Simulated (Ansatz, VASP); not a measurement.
# Two plane-wave programs on Ta2NbN3

```
CELL_PARAMETERS angstrom
5.22802 0.00000 0.00000
-2.61401 4.52759 0.00000
0.00000 0.00000 2.91874
ATOMIC_POSITIONS crystal
Ta 0.33333 0.66667 0.50000
Ta 0.66667 0.33333 0.50000
Nb 0.00000 0.00000 0.00000
N 0.39464 0.00000 0.00000
N 0.00000 0.39464 0.00000
N 0.60536 0.60536 0.00000
```

Alike in both runs: task relaxation of cell and atoms; functional PBE; k mesh 6 × 6 × 12; occupations gaussian, width 0.1 eV; no spin polarisation.

```csv
,VASP,Ansatz
version,VASP 6.6.1,Ansatz 0.2.0
potentials or method,"VASP PAW PBE potentials, release 64 (Ta_pv, Nb_sv, N), cutoff 600 eV","scalar-relativistic, plane waves, PAW"
valence electrons in the cell,50,54
```

VASP gave:

- gap on the k mesh at the Fermi level, each at its own relaxed structure (eV): none
- relaxed volume (Å³/atom): 11.53
- relaxed cell length with the largest relative difference (Å): 2.916

Task: Which values does Ansatz return?

Result: gap on the k mesh at the Fermi level, each at its own relaxed structure (eV): none; relaxed volume (Å³/atom): 11.52; relaxed cell length with the largest relative difference (Å): 2.915.

A gap of «none» marks a metal or a gap that the smearing closes. VASP's potentials hold 50 valence electrons a cell and Ansatz's 54, so a difference there can come from the potentials and not from the codes.

Neither program's run includes spin-orbit coupling.
